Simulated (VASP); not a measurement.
Runs of VASP 6.6.1 on HgTe. It takes space group Fm-3m (No. 225, cubic). Conventional cell: a = 6.087 Å, b = 6.087 Å, c = 6.087 Å, α = 90.00°, β = 90.00°, γ = 90.00°. Hg (site symmetry m-3m) has 6 Te at 3.04 Å within 4.0 Å. Te (site symmetry m-3m) has 6 Hg at 3.04 Å within 4.0 Å. 

```tsv
level	k mesh	grid for exact exchange (PRECFOCK)	share of exact exchange	screening parameter	gap on the mesh (eV)	pressure (GPa)
PBE	6 × 6 × 6	-	-	-	none	1.3
HSE06	4 × 4 × 4	Normal	0.25	0.2079 1/Å	none	0.9
PBE-based screened hybrid with 20 % exact exchange	4 × 4 × 4	Normal	0.2	0.2078 1/Å	none	1.3
PBE-based screened hybrid with 10 % exact exchange	4 × 4 × 4	Normal	0.1	0.1 1/Å	none	(a)
```

Alike in all rows: task single point; potentials or basis VASP PAW PBE potentials, release 64 (Hg, Te); no spin polarisation; cell as given; cutoff (eV) 520; smearing fermi-dirac 0.02 eV.

Q: Fill in the values left out.

A: (a) 2.0.

Caveats: some runs use coarse meshes; spin-orbit coupling is left out, which moves the levels of the heavy elements; the PAW data sets were made with another functional, which shifts forces and pressure a little (at least some runs).

A k mesh can miss the band edges, and the runs leave out spin-orbit coupling on Hg, Te.

A gap of «none» marks levels without a gap at the run's occupations.
